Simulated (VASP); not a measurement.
Wanted: the native input for a VASP 6.6.1 run.

```yaml
Task: single point
Functional: PBE
Potentials_or_basis: VASP PAW PBE potentials, release 64 (Si, Co)
Cutoff: 520 eV
k_mesh: 1 × 1 × 1, shifted
Occupations: fermi-dirac, width 0.1543 eV
Spin: no spin polarisation
Dipole_correction: no
Further_INCAR_settings: LREAL = Auto; ALGO = Normal; EDIFF = 1e-06; NBANDS = 86; ISYM = 0
```

The structure of CoSi2 lies in POSCAR:

```
CoSi2
1.0
    7.4169260000     -0.1672480000     -0.1219080000
   -0.1672480000      7.1745680000      0.0683210000
   -0.1219080000      0.0683210000      6.7525770000
Si Co
16 8
Direct
    0.5632952745      0.6910685888      0.6825928387
   -0.0112427234      0.6242644387      0.4556433864
    0.1018703950      0.9585447445      0.8304499276
    0.8545013343      0.6964505901      0.0870672556
    0.5377230156      0.3522725339      0.8096756432
    0.7642604377      0.0633565542      0.4159354093
    0.8614516849      0.8621625909      0.6270829702
    0.7282070592      0.3767503646      0.4903626133
    0.3199095550      0.4732345416      0.3841254497
    0.2078082737      0.1039914276      0.4672640819
    0.1382371747      0.5918609804      1.0117246621
    0.8207877103      0.3673241802      0.0405262514
    0.6620074418      0.0475956690      0.0627926523
    0.4476120458      0.8029936424      0.4131340021
    0.3803004968      0.9065950086      0.9701696397
    0.1892717076      0.2568967255     -0.0021181107
    0.2591088840      0.7152624187      0.7087657056
    0.9130687612      0.9848380117      0.1687276234
    0.9347165360      0.2188595799      0.7696832954
    0.1568172619      0.4000189399      0.6435398789
    0.2032474842      0.8313559677      0.2196076288
    0.5618074446      0.0447421585      0.6579896820
    0.5528407566      0.3195063978      0.1941150341
    0.9234553871      0.6155511968      0.7660331050
```

These files were run (other wordings do the same):

INCAR

```
PREC     = Accurate       # precision mode
ENCUT    = 520            # plane-wave cutoff, eV
EDIFF    = 1E-6           # SCF threshold, eV
ISMEAR   = -1             # smearing method
SIGMA    = 0.1543         # smearing width, eV
LREAL    = Auto         
LASPH    = True           # aspherical terms in the spheres
NELM     = 60             # most SCF steps
ALGO     = Normal         # electronic algorithm
ISIF     = 2              # what is computed and relaxed
LWAVE    = False          # write WAVECAR
LCHARG   = False          # write CHGCAR
GGA      = PE             # functional
ISYM     = 0            
NBANDS   = 86             # bands
```

KPOINTS

```
Automatic mesh
0
Gamma
  1 1 1
  0.25 0.25 0.25
```

Potentials or basis: VASP PAW PBE potentials, release 64 (Si, Co).

Launch:

```console
$ cat potpaw_PBE.64/Si/POTCAR potpaw_PBE.64/Co/POTCAR > POTCAR
$ mpirun -np 1 vasp_std > vasp.out
```

Results of the run:

```
Pressure               : -1.4 GPa
Largest force          : 3.245 eV/Å
Band gap on the k mesh : 0.16 eV
```

Caveat: the k points lie up to 0.93 Å⁻¹ apart.

Run time: 2.6 min on 1 thread of Intel(R) Xeon(R) 6975P-C (Granite Rapids), on a shared host, peak memory 0.36 GiB.
